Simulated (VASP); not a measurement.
Input of a VASP 6.6.1 run:

Contents of INCAR:

```
SYSTEM = NiO2
PREC = Accurate ; ENCUT = 520
EDIFF = 1E-6 ; ISMEAR = 0
SIGMA = 0.05 ; LREAL = .False.
LASPH = .True. ; NELM = 80
ALGO = Normal ; ISIF = 2
LWAVE = .False. ; LCHARG = .False.
GGA = PS ; NBANDS = 18
```

Contents of KPOINTS:

```
regular mesh
0
Gamma
  12 12 6
  0 0 0
```

The input POSCAR:

```
NiO2
1.0
    2.7304424938      0.0000000000      0.0000000000
   -1.3652212469      2.3646325632      0.0000000000
    0.0000000000      0.0000000000      5.1695467736
Ni O
1 2
Direct
    0.0000000000      0.0000000000      0.5000000000
    0.6666666667      0.3333333333      0.7002287663
    0.3333333333      0.6666666667      0.2997712337
```

Potentials or basis: VASP PAW PBE potentials, release 64 (Ni, O).

Run with:

```console
$ cat potpaw_PBE.64/Ni/POTCAR potpaw_PBE.64/O/POTCAR > POTCAR
$ mpirun -np 1 vasp_std > vasp.out
```

Question: Estimate the band gap on the k mesh.

Answer: 1.10 eV, indirect (least direct gap 1.22 eV).

Question: Estimate the pressure.

Answer: -4.6 GPa.

Question: Predict the largest force.

Answer: 1.331 eV/Å.

Forces in eV/Å, atoms in the order of the input:
```
Ni   0.000  0.000  0.000
O    0.000  0.000 -1.331
O    0.000  0.000  1.331
```

Caveat: the PAW data sets were made with another functional, which shifts forces and pressure a little. A k mesh can miss the band edges.
